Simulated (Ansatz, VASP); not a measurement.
This is a calculation of Pt for Ansatz 0.2.0.

input.yaml

```yaml
crystal:
  lattice:
    - [0.0, 1.9609, 1.9609]
    - [1.9609, 0.0, 1.9609]
    - [1.9609, 1.9609, 0.0]
  atoms:
    - { symbol: Pt, position: [0.0, 0.0, 0.0] }
kpoints:
  mp_grid: { grid: [12, 12, 12] }
scf:
  occupations: { method: gaussian, width: 0.02 }
hamiltonian:
  xc: rpbe
  pseudopotentials: { kind: all_electron, lapw: { basis_error: 0.001 } }
output:
  forces: true
  stress: true
  eigenvalues: true
```

Potentials or basis: all-electron LAPW, scalar-relativistic.

Run with:

```sh
$ ansatz run input.yaml --threads 1 --pin off --max-ram 3072MiB --backend cpu --events-out ev --progress --plain --runs-dir out
```

Translate it to VASP 6.6.1. Potentials there: VASP PAW PBE potentials, release 64 (Pt).

As run (the cutoff follows the program's own potentials):

The input INCAR:

```
PREC     = Accurate       # precision mode
ENCUT    = 520            # plane-wave cutoff, eV
EDIFF    = 1E-6           # SCF threshold, eV
ISMEAR   = 0              # smearing method
SIGMA    = 0.02           # smearing width, eV
LREAL    = False          # projectors in reciprocal space
LASPH    = True           # aspherical terms in the spheres
NELM     = 80             # most SCF steps
ALGO     = Normal         # electronic algorithm
ISIF     = 2              # what is computed and relaxed
LWAVE    = False          # write WAVECAR
LCHARG   = True           # write CHGCAR
GGA      = RP             # functional
LELF     = True           # ELF
LVHAR    = True         
NBANDS   = 11             # bands
```

Contents of KPOINTS:

```
regular mesh
0
Gamma
  12 12 12
```

File POSCAR:

```
Pt
1.0
    0.0000000000      1.9609000000      1.9609000000
    1.9609000000      0.0000000000      1.9609000000
    1.9609000000      1.9609000000      0.0000000000
Pt
1
Direct
    0.0000000000      0.0000000000      0.0000000000
```

Potentials or basis: VASP PAW PBE potentials, release 64 (Pt).

The run is started by

```bash
$ cat potpaw_PBE.64/Pt/POTCAR > POTCAR
$ mpirun -np 1 vasp_std > vasp.out
```

Both were run:

|  | VASP | Ansatz | Ansatz less VASP |
| --- | --- | --- | --- |
| gap on the k mesh at the Fermi level (eV) | none | none | - |
| pressure (GPa) | 13.9 | 14.4 | +0.52 |

VASP's potentials were made for PBE, not for RPBE. A gap of «none» marks a metal or a gap that the smearing closes. Ansatz ran all-electron here, and VASP with PAW potentials.

Neither program's run includes spin-orbit coupling.
